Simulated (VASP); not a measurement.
# BAs in VASP: further runs, part 2 of 2

VASP 6.6.1.

**3. Single point, r2SCAN**

The input, POSCAR:

```
BAs
1.0
    3.4003508765      0.0000000000      0.0000000000
   -1.7001754383      2.9447902409      0.0000000000
    0.0000000000      0.0000000000     24.0232183101
As B
4 4
Direct
    0.0000000000      0.0000000000      0.3121979704
    0.3333333333      0.6666666667      0.4277684502
    0.6666666667      0.3333333333      0.5433389299
    0.0000000000      0.0000000000      0.6589094096
    0.3333333333      0.6666666667      0.3410905904
    0.6666666667      0.3333333333      0.4566610701
    0.0000000000      0.0000000000      0.5722315498
    0.3333333333      0.6666666667      0.6878020296
```

The input, INCAR.step1:

```
PREC = Accurate
ENCUT = 520
ISMEAR = 0
SIGMA = 0.05
LREAL = F
LASPH = T
NELM = 80
LDIPOL = T
IDIPOL = 3
DIPOL = 0.5 0.5 0.500
NBANDS = 26
GGA = PE
ALGO = Normal
EDIFF = 1E-4
LWAVE = T
LCHARG = F
```

The input, INCAR.step2:

```
PREC = Accurate
ENCUT = 520
EDIFF = 1E-7
ISMEAR = 0
SIGMA = 0.05
LREAL = F
LASPH = T
NELM = 80
ALGO = Normal
ISIF = 2
LWAVE = F
LCHARG = F
LDIPOL = T
IDIPOL = 3
DIPOL = 0.5 0.5 0.500
METAGGA = R2SCAN
LMIXTAU = T
NBANDS = 26
ISTART = 1
```

The input, KPOINTS:

```
regular mesh
0
Gamma
  9 9 1
```

Potentials or basis: VASP PAW PBE potentials, release 64 (As, B).

Command:

```console
$ cat potpaw_PBE.64/As/POTCAR potpaw_PBE.64/B/POTCAR > POTCAR
$ cp INCAR.step1 INCAR
$ mpirun -np 1 vasp_std > vasp.out
$ cp INCAR.step2 INCAR
$ mpirun -np 1 vasp_std > vasp.out
```

OUTCAR:

```text
PREC = Accurate
   ENCUT = 520
   EDIFF = 1E-7
   ISMEAR = 0
   LREAL = F
   LASPH = T
   NELM = 80
   ISIF = 2
   METAGGA = R2SCAN
   ISTART = 1

 ion  position               nearest neighbor table
   1  0.000  0.000  0.312-   5 2.08   5 2.08   5 2.08
   2  0.333  0.667  0.428-   6 2.08   6 2.08   6 2.08   5 2.08
   3  0.667  0.333  0.543-   7 2.08   7 2.08   7 2.08   6 2.08
   4  0.000  0.000  0.659-   7 2.08   8 2.08   8 2.08   8 2.08
   5  0.333  0.667  0.341-   2 2.08   1 2.08   1 2.08   1 2.08
   6  0.667  0.333  0.457-   2 2.08   2 2.08   2 2.08   3 2.08
   7  0.000  0.000  0.572-   3 2.08   3 2.08   3 2.08   4 2.08
   8  0.333  0.667  0.688-   4 2.08   4 2.08   4 2.08

  LATTYP: Found a hexagonal cell.
 ALAT       =     3.4003508765
 C/A-ratio  =     7.0649233513

  Lattice vectors:

 A1 = (   3.4003508765,   0.0000000000,   0.0000000000)
 A2 = (  -1.7001754383,   2.9447902409,   0.0000000000)
 A3 = (   0.0000000000,   0.0000000000,  24.0232183101)

Analysis of symmetry for initial positions (statically):
=====================================================================
 Subroutine PRICEL returns:
 Original cell was already a primitive cell.

 Routine SETGRP: Setting up the symmetry group for a
 hexagonal supercell.

 Subroutine GETGRP returns: Found  6 space group operations
 (whereof  6 operations were pure point group operations)
 out of a pool of 24 trial point group operations.

The static configuration has the point symmetry C_3v.

Analysis of symmetry for dynamics (positions and initial velocities):
=====================================================================
 Subroutine PRICEL returns:
 Original cell was already a primitive cell.

 Routine SETGRP: Setting up the symmetry group for a
 hexagonal supercell.

 Subroutine GETGRP returns: Found  6 space group operations
 (whereof  6 operations were pure point group operations)
[... 131 lines left out ...]
   LRPA    =     F    only Hartree local field effects (RPA)
 non-spin polarized calculation
 Gauss-broadening in eV      SIGMA  =   0.05
  energy-cutoff  :      520.00
  volume of cell :      240.55
 maximum number of plane-waves:      6521
 NGX is ok and might be reduce to    28
   NGX = 13   NGY = 13   NGZ = 89

 dipolmoment           0.000000      0.000000      0.005552 electrons x Angstroem

 number of electron      31.9999999 magnetization

 dipolmoment           0.000000      0.000000     -0.057376 electrons x Angstroem

 Free energy of the ion-electron system (eV)
  ---------------------------------------------------
  ext. energy  EPLUGINS =         0.00000000
  ---------------------------------------------------
  free energy    TOTEN  =       -85.92470294 eV

  energy without entropy =      -85.91331790  energy(sigma->0) =      -85.91901042

 E-fermi :  -0.2330     XC(G=0):  -5.6901

 val. band max:       -0.2512989828   @ k =   0.1111   0.1111   0.0000
 cond. band min:      -0.2008533466   @ k =   0.3333   0.2222   0.0000
 fundamental gap:      0.0504456362
 Fermi energy:        -0.2329507293

 k-point     1 :       0.0000    0.0000    0.0000
  band No.  band energies     occupation
      1     -16.1452      2.00000
      2     -15.2299      2.00000
      3     -14.2851      2.00000
      4     -13.0593      2.00000
      5      -8.5199      2.00000
      6      -6.2873      2.00000
[... 337 lines left out ...]
     25       7.3942      0.00000
     26       7.7295      0.00000

------------------------ aborting loop because EDIFF is reached ----------------------------------------

 vacuum level on the upper side and lower side of the slab       (xc-potential included)        -0.499         0.513

  FORCE on cell =-STRESS in cart. coord.  units (eV):
  Direction    XX          YY          ZZ          XY          YZ          ZX
  --------------------------------------------------------------------------------------
  -------------------------------------------------------------------------------------
  Total       -2.7189587     -2.7189587     -0.5433616      0.0000000      0.0000000     -0.0000000
  in kB      -18.1093932    -18.1093932     -3.6190138      0.0000000      0.0000000     -0.0000000
  external PRESSURE =     -13.2792668 kB  Pullay stress =       0.0000000 kB

 VOLUME and BASIS-vectors are now :
 -----------------------------------------------------------------------------
  energy-cutoff  :      520.00
  volume of cell :      240.55
      direct lattice vectors                 reciprocal lattice vectors
     3.400350877  0.000000000  0.000000000     0.294087298  0.169791380  0.000000000
    -1.700175438  2.944790241  0.000000000     0.000000000  0.339582761  0.000000000
     0.000000000  0.000000000 24.023218310     0.000000000  0.000000000  0.041626396

 POSITION                                       TOTAL-FORCE (eV/Angst)
 -----------------------------------------------------------------------------------
      0.00000      0.00000      7.50000        -0.000000     -0.000000      0.356130
     -0.00000      1.96319     10.27637         0.000000     -0.000000      0.280663
      1.70018      0.98160     13.05275         0.000000     -0.000000      0.258082
      0.00000      0.00000     15.82912        -0.000000      0.000000      2.276230
     -0.00000      1.96319      8.19409         0.000000      0.000000     -0.480544
      1.70018      0.98160     10.97047        -0.000000      0.000000     -0.215201
      0.00000      0.00000     13.74684         0.000000     -0.000000     -0.624579
     -0.00000      1.96319     16.52322         0.000000      0.000000     -1.850781
 -----------------------------------------------------------------------------------
    total drift:                                0.000001     -0.000001     -0.000099

  FREE ENERGIE OF THE ION-ELECTRON SYSTEM (eV)
  ---------------------------------------------------
  free  energy   TOTEN  =       -85.9247029384 eV

  energy  without entropy=      -85.9133178975  energy(sigma->0) =      -85.91901042

 vacuum level on the upper side and lower side of the slab         4.582         5.619
```

OUTCAR.step1:

```text
PREC = Accurate
   ENCUT = 520
   ISMEAR = 0
   LREAL = F
   LASPH = T
   NELM = 80
   GGA = PE
[... 584 lines left out ...]
      0.00000      0.00000     13.74684         0.000000     -0.000000     -0.564713
     -0.00000      1.96319     16.52322         0.000000     -0.000000     -1.600813
 -----------------------------------------------------------------------------------
    total drift:                               -0.000000     -0.000000      0.044542

  FREE ENERGIE OF THE ION-ELECTRON SYSTEM (eV)
  ---------------------------------------------------
  free  energy   TOTEN  =       -42.8669056009 eV

  energy  without entropy=      -42.8538171818  energy(sigma->0) =      -42.86036139

 vacuum level on the upper side and lower side of the slab         4.217         5.081
```

OSZICAR.step1:

```text
N       E                     dE             d eps       ncg     rms          rms(c)
DAV:   1     0.168191488889E+03    0.16819E+03   -0.11620E+04   624   0.965E+02
DAV:   2    -0.282925020420E+02   -0.19648E+03   -0.18543E+03   894   0.180E+02
DAV:   3    -0.448401005219E+02   -0.16548E+02   -0.16184E+02   776   0.561E+01
DAV:   4    -0.452492448526E+02   -0.40914E+00   -0.40774E+00   928   0.959E+00
DAV:   5    -0.452601710762E+02   -0.10926E-01   -0.10922E-01   896   0.138E+00    0.950E+00
DAV:   6    -0.534771277834E+02   -0.82170E+01   -0.32693E+00  1144   0.322E+01    0.107E+01
DAV:   7    -0.438847045589E+02    0.95924E+01   -0.86252E+00  1026   0.268E+01    0.483E+00
DAV:   8    -0.432497211816E+02    0.63498E+00   -0.38806E+00   788   0.877E+00    0.261E+00
DAV:   9    -0.432650734398E+02   -0.15352E-01   -0.24590E-01   894   0.677E+00    0.441E+00
DAV:  10    -0.428950035861E+02    0.37007E+00   -0.43136E-01   824   0.366E+00    0.104E+00
DAV:  11    -0.432496437309E+02   -0.35464E+00   -0.61955E-02   926   0.307E+00    0.425E+00
DAV:  12    -0.428834399909E+02    0.36620E+00   -0.17178E-01   844   0.258E+00    0.778E-01
DAV:  13    -0.428691489370E+02    0.14291E-01   -0.29466E-02   802   0.116E+00    0.367E-01
DAV:  14    -0.428683037389E+02    0.84520E-03   -0.67046E-03   854   0.374E-01    0.229E-01
DAV:  15    -0.428680881409E+02    0.21560E-03   -0.24614E-04   760   0.791E-02    0.212E-01
DAV:  16    -0.428668308922E+02    0.12572E-02   -0.15278E-03   798   0.201E-01    0.146E-01
DAV:  17    -0.428669056009E+02   -0.74709E-04   -0.71550E-04   840   0.138E-01
   1 F= -.42866906E+02 E0= -.42860361E+02  d E =-.130884E-01
```

Run time: 14 min. Hardware: 1 thread of Intel Xeon Platinum 8259CL at 2.50GHz (Skylake/Cascade Lake), shared host; peak memory 0.43 GiB.

What came out:

```yaml
Free_energy: -85.9247 eV
Largest_force: 2.276 eV/Å
Band_gap_on_the_k_mesh: zero (band 16 reaches 0.02 eV, above the bottom of band 17 at -0.25 eV)
```

Forces on the atoms (eV/Å):
```
As   0.000  0.000  0.356
As   0.000  0.000  0.281
As   0.000  0.000  0.258
As   0.000  0.000  2.276
B    0.000  0.000 -0.481
B    0.000  0.000 -0.215
B    0.000  0.000 -0.625
B    0.000  0.000 -1.851
```

Levels at points of the mesh, in eV from the Fermi level:
```csv
k point,band 13,band 14,band 15,band 16,band 17,band 18,band 19,band 20
"(0.00, 0.00, 0.00)",-0.63,-0.30,0.25,0.25,0.95,2.75,3.36,3.74
```

Caveat: the PAW data sets were made with another functional, which shifts forces and pressure a little.
